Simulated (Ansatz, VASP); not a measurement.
**One calculation of Ni, two programs**

```
CELL_PARAMETERS angstrom
0.00000 1.71254 1.71254
1.71254 0.00000 1.71254
1.71254 1.71254 0.00000
ATOMIC_POSITIONS crystal
Ni 0.00000 0.00000 0.00000
```

Alike in both runs: functional LDA; k mesh 22 × 22 × 22; occupations fermi-dirac, width 0.1 eV; collinear spin.

Ansatz relaxed the structure, and its values are those at the end. VASP's run is a single point on that final structure, the one shown.

|  | VASP | Ansatz |
| --- | --- | --- |
| version | VASP 6.6.1 | Ansatz 0.2.0 |
| potentials or method | VASP PAW LDA potentials, release 64 (Ni) | PAW with Ansatz's default frozen-core files, scalar-relativistic |
| plane-wave cutoff (eV) | 520 | 420 |
| valence electrons in the cell | 10 | 18 |

Ansatz gave:

| Item | Value |
| --- | --- |
| pressure (GPa) | 0.0 |
| net moment per atom (μB) | 0.57 |
| size of the moment on the site where the two differ most (μB) | 0.60 |

Q: What did VASP give for the same quantities?

A: Pressure (GPa): -0.2; net moment per atom (μB): 0.54; size of the moment on the site where the two differ most (μB): 0.54.

LDA's correlation is that of Perdew and Zunger in VASP and of Perdew and Wang (1992) in Ansatz. Site moments also hang on the region over which each program counts them. VASP's potentials hold 10 valence electrons a cell and Ansatz's 18, so a difference there can come from the potentials and not from the codes.
